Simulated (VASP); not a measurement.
Crystal: Tl.

```xyz
2
Lattice="0.0000 3.3576 3.3576 3.3576 0.0000 3.3576 3.3576 3.3576 0.0000" Properties=species:S:1:pos:R:3 pbc="T T T"
Tl    0.8394    0.8394    0.8394
Tl    5.8757    5.8757    5.8757
```

| Quantity | Value |
| --- | --- |
| Program | VASP 6.6.1 |
| Task | relaxation of cell and atoms |
| Functional | r2SCAN |
| Potentials or basis | VASP PAW PBE potentials, release 64 (Tl_d) |
| Cutoff | 550 eV |
| k mesh | 8 × 8 × 8 |
| Occupations | fermi-dirac, width 0.1 eV |
| Spin | no spin polarisation |

At the start: pressure 2.5 GPa; volume 37.85 Å³/atom.

Question: How do energy, volume and symmetry change on relaxing?

Answer: Over 3 steps the energy falls by 29.4 meV/atom and the volume is 42.08 Å³/atom (+11.2 %); space group Fd-3m (No. 227, to 0.05 Å).

The path:
```tsv
step	energy change (eV)	largest force (eV/Å)	pressure (GPa)	volume (Å³)
1	0.0000	0.0000	2.52	75.70
2	-0.0569	0.0000	0.38	82.41
3	-0.0588	0.0000	-0.03	84.17
```

Final structure:
```yaml
crystal:
  lattice:
    - [0.00000, 3.47831, 3.47831]
    - [3.47831, 0.00000, 3.47831]
    - [3.47831, 3.47831, 0.00000]
  atoms:
    - { symbol: Tl, position: [0.12500, 0.12500, 0.12500] }
    - { symbol: Tl, position: [0.87500, 0.87500, 0.87500] }
```

Caveat: the PAW data sets were made with another functional, which shifts forces and pressure a little.
